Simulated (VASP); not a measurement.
Write the native input for VASP 6.6.1 that does the following.

```yaml
Task: single point
Functional: PBEsol
Potentials_or_basis: VASP PAW PBE potentials, release 64 (Sn_d, O)
Cutoff: 520 eV
k_mesh: 12 × 12 × 12
Occupations: gaussian, width 0.05 eV
Spin: no spin polarisation
Dipole_correction: no
Further_INCAR_settings: ALGO = Normal; EDIFF = 1e-06; NBANDS = 20
```

The structure of SnO2 lies in POSCAR:

```
SnO2
1.0
    1.6471025567      0.9509551045      4.5249357463
   -1.6471025567      0.9509551045      4.5249357463
    0.0000000000     -1.9019102089      4.5249357463
Sn O
1 2
Direct
    0.5000000000      0.5000000000      0.5000000000
    0.2604838868      0.2604838868      0.2604838868
    0.7395161132      0.7395161132      0.7395161132
```

This cell differs from its parent crystal: atoms shifted along a free coordinate.

The input as run:

INCAR

```
  ALGO = Normal
  EDIFF = 1E-6
  ENCUT = 520
  GGA = PS
  ISIF = 2
  ISMEAR = 0
  LASPH = True
  LCHARG = True
  LELF = True
  LREAL = False
  LVHAR = True
  LWAVE = False
  NBANDS = 20
  NELM = 80
  PREC = Accurate
  SIGMA = 0.05
```

KPOINTS

```
k-points
0
Gamma
  12 12 12
```

Potentials or basis: VASP PAW PBE potentials, release 64 (Sn_d, O).

Command:

```console
$ cat potpaw_PBE.64/Sn_d/POTCAR potpaw_PBE.64/O/POTCAR > POTCAR
$ mpirun -np 1 vasp_std > vasp.out
```

It gave:

The pressure is -21.9 GPa and the largest force is 3.415 eV/Å. The band gap on the k mesh is 0.60 eV (least direct gap 0.67 eV).

Caveat: the cell differs from its parent crystal (atoms shifted along a free coordinate); the cell stands under tension; the PAW data sets were made with another functional, which shifts forces and pressure a little; spin-orbit coupling is left out, which moves the levels of the heavy elements.

Run time: 2.1 min on 1 thread of Intel(R) Xeon(R) 6975P-C (Granite Rapids), on a shared host, peak memory 0.33 GiB.
